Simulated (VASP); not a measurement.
A run of VASP 6.6.1 is set up as follows.

The input INCAR:

```
ALGO     = Normal         # electronic algorithm
EDIFF    = 1E-7           # SCF threshold, eV
EDIFFG   = -0.01          # ionic threshold
ENCUT    = 600            # plane-wave cutoff, eV
GGA      = PE             # functional
IBRION   = 2              # ionic algorithm
ISIF     = 3              # what is computed and relaxed
ISMEAR   = 0              # smearing method
LASPH    = True           # aspherical terms in the spheres
LCHARG   = False          # write CHGCAR
LREAL    = False          # projectors in reciprocal space
LWAVE    = False          # write WAVECAR
NELM     = 60             # most SCF steps
NSW      = 100            # ionic steps
PREC     = Accurate       # precision mode
SIGMA    = 0.1            # smearing width, eV
```

The input KPOINTS:

```
k-points
0
Gamma
  8 8 4
```

POSCAR

```
MgZnS
1.0
    3.6356107961      0.0000000000      0.0000000000
    0.0000000000      3.6356107961      0.0000000000
    0.0000000000      0.0000000000      8.2073285648
Mg Zn S
2 2 2
Direct
    0.5000000000      0.0000000000      0.8309581644
    0.0000000000      0.5000000000      0.1690418356
    0.0000000000      0.5000000000      0.5346832853
    0.5000000000      0.0000000000      0.4653167147
    0.0000000000      0.5000000000      0.8415996973
    0.5000000000      0.0000000000      0.1584003027
```

Potentials or basis: VASP PAW PBE potentials, release 64 (Mg, Zn, S).

Command:

```bash
$ cat potpaw_PBE.64/Mg/POTCAR potpaw_PBE.64/Zn/POTCAR potpaw_PBE.64/S/POTCAR > POTCAR
$ mpirun -np 1 vasp_std > vasp.out
```

Problem. Predict the relaxed cell.

Solution. a = 3.639 Å, b = 3.639 Å, c = 8.159 Å, α = 90.00°, β = 90.00°, γ = 90.00°.

Problem. Estimate the band gap on the k mesh.

Solution. Zero (bands 20 and 21 overlap by 2.43 eV).

Problem. What does it give for the space group after relaxing (to 0.1 Å)?

Solution. P4/nmm (No. 129).

Problem. Predict the relaxed volume.

Solution. 18.01 Å³/atom.

The path:
```
step  energy change (eV)  largest force (eV/Å)  pressure (GPa)  volume (Å³)
   1              0.0000                0.0498           -0.11       108.48
   2             -0.0012                0.0270           -0.04       108.28
   3             -0.0015                0.0310            0.03       108.12
   4             -0.0015                0.0308            0.03       108.13
   5             -0.0016                0.0262            0.00       108.18
   6             -0.0018                0.0136           -0.13       108.34
   7             -0.0018                0.0119           -0.12       108.31
   8             -0.0020                0.0121           -0.06       108.20
   9             -0.0021                0.0178            0.03       108.00
  10             -0.0021                0.0173            0.02       108.01
  11             -0.0021                0.0140            0.00       108.02
  12             -0.0022                0.0044           -0.05       108.05
```
